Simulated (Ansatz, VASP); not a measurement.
Two plane-wave programs on Sc3Cu2

INCAR

```
SYSTEM = Sc3Cu2
ALGO     = Normal         ! electronic algorithm
EDIFF    = 1E-6           ! SCF threshold, eV
ENCUT    = 520            ! plane-wave cutoff, eV
GGA      = PE             ! functional
ISIF     = 2              ! what is computed and relaxed
ISMEAR   = 0              ! smearing method
LASPH    = .TRUE.         ! aspherical terms in the spheres
LCHARG   = .FALSE.        ! write CHGCAR
LREAL    = .FALSE.        ! projectors in reciprocal space
LWAVE    = .FALSE.        ! write WAVECAR
NBANDS   = 36             ! bands
NELM     = 60             ! most SCF steps
PREC     = Accurate       ! precision mode
SIGMA    = 0.1            ! smearing width, eV
```

KPOINTS

```
k-points
0
G
  6 6 4
  0 0 0
```

Contents of POSCAR:

```
Sc3Cu2
1.0
    4.2906580300      0.0000000000      0.0000000000
   -2.1453290100      3.7158188500      0.0000000000
    0.0000000000      0.0000000000      5.2687852700
Sc Cu
3 2
Direct
    0.0000000000      0.0000000000      0.0000000000
    0.3333333300      0.6666666700      0.6449289300
    0.6666666700      0.3333333300      0.3550710700
    0.3333333300      0.6666666700      0.1568725000
    0.6666666700      0.3333333300      0.8431275000
```

Input for Ansatz:

```yaml
crystal:
  lattice:
    - [4.29065803, 0.0, 0.0]
    - [-2.14532901, 3.71581885, 0.0]
    - [0.0, 0.0, 5.26878527]
  atoms:
    - { symbol: Sc, position: [0.0, 0.0, 0.0] }
    - { symbol: Sc, position: [0.33333333, 0.66666667, 0.64492893] }
    - { symbol: Sc, position: [0.66666667, 0.33333333, 0.35507107] }
    - { symbol: Cu, position: [0.33333333, 0.66666667, 0.1568725] }
    - { symbol: Cu, position: [0.66666667, 0.33333333, 0.8431275] }
basis:
  ecutwfc: 420
kpoints:
  mp_grid: { grid: [6, 6, 4] }
hamiltonian:
  xc: pbe
scf:
  occupations: { method: gaussian, width: 0.1 }
  lower_state_search: "off"
output:
  forces: true
  stress: true
  eigenvalues: true
```

Change from the starting cell: species swapped into the Al3Pd2 type (P-3m1, No. 164).

Alike in both runs: task single point; functional PBE; k mesh 6 × 6 × 4; occupations gaussian, width 0.1 eV; no spin polarisation.

```csv
,VASP,Ansatz
version,VASP 6.6.1,Ansatz 0.2.0
potentials or method,"VASP PAW PBE potentials, release 64 (Sc_sv, Cu), cutoff 520 eV","scalar-relativistic, plane waves, PAW"
valence electrons in the cell,55,71
```

```tsv
	VASP	Ansatz	Ansatz less VASP
gap on the k mesh at the Fermi level (eV)	none	none	-
pressure (GPa)	17.4	17.1	-0.34
traceless stress, the component that is largest in VASP (GPa)	0.95	0.95	-0.005
rms of the force components (eV/Å)	0.228	0.231	+0.0030
```

Atom by atom the forces differ by 0.004 eV/Å (rms over components). A gap of «none» marks a metal or a gap that the smearing closes. VASP's potentials hold 55 valence electrons a cell and Ansatz's 71, so a difference there can come from the potentials and not from the codes.
